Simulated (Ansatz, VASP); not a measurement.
One calculation of GdN, two programs

File POSCAR:

```
GdN
1.0
    0.0000000000      2.4698904433      2.4698904433
    2.4698904433      0.0000000000      2.4698904433
    2.4698904433      2.4698904433      0.0000000000
Gd N
1 1
Direct
    0.0000000000      0.0000000000      0.0000000000
    0.5000000000      0.5000000000      0.5000000000
```

File INCAR.step1:

```
SYSTEM = GdN
PREC = Accurate ; ENCUT = 520
ISMEAR = 0 ; SIGMA = 0.05
LREAL = .False. ; LASPH = .True.
NELM = 150 ; ISPIN = 2
MAGMOM = 7.62 0 ; LMAXMIX = 6
NBANDS = 22 ; GGA = PE
ALGO = Normal ; EDIFF = 1E-4
LWAVE = .True. ; LCHARG = .False.
```

INCAR.step2

```
SYSTEM = GdN
PREC = Accurate ; ENCUT = 520
EDIFF = 1E-6 ; ISMEAR = 0
SIGMA = 0.05 ; LREAL = .False.
LASPH = .True. ; NELM = 150
ALGO = Normal ; ISIF = 2
LWAVE = .False. ; LCHARG = .False.
ISPIN = 2 ; MAGMOM = 7.62 0
LORBIT = 11 ; LMAXMIX = 6
METAGGA = R2SCAN ; LMIXTAU = .True.
NBANDS = 22 ; ISTART = 1
```

Contents of KPOINTS:

```
Automatic mesh
0
Gamma
  12 12 12
  0 0 0
```

Input for Ansatz:

```yaml
crystal:
  lattice:
    - [0.0, 2.4698904433, 2.4698904433]
    - [2.4698904433, 0.0, 2.4698904433]
    - [2.4698904433, 2.4698904433, 0.0]
  atoms:
    - { symbol: Gd, position: [0.0, 0.0, 0.0], spin: 7.62 }
    - { symbol: "N", position: [0.5, 0.5, 0.5] }
basis:
  ecutwfc: 500
  ecutrho_ratio: 4
kpoints:
  mp_grid: { grid: [12, 12, 12] }
hamiltonian:
  xc: r2scan
scf:
  occupations: { method: gaussian, width: 0.05 }
output:
  forces: true
  stress: true
  eigenvalues: true
  populations: true
magnetization:
  spin_polarized: true
```

Alike in both runs: task single point; functional r2SCAN; k mesh 12 × 12 × 12; occupations gaussian, width 0.05 eV; collinear spin.

|  | VASP | Ansatz |
| --- | --- | --- |
| version | VASP 6.6.1 | Ansatz 0.2.0 |
| potentials or method | VASP PAW PBE potentials, release 64 (Gd, N), cutoff 520 eV | scalar-relativistic, plane waves, PAW |
| valence electrons in the cell | 23 | 23 |

```csv
,VASP,Ansatz,Ansatz less VASP
gap on the k mesh at the Fermi level (eV),none,none,-
pressure (GPa),3.4,3.4,-0.01
net moment per atom (μB),3.50,3.50,0.000
size of the moment on the site where the two differ most (μB),6.79,6.92,+0.130
```

VASP's potentials were made for PBE, not for r2SCAN. Site moments also hang on the region over which each program counts them. A gap of «none» marks a metal or a gap that the smearing closes. With one functional, cell and mesh, what is left measures potentials, basis and numerics. Ansatz's warnings: stability check not made.

Neither program's run includes spin-orbit coupling.
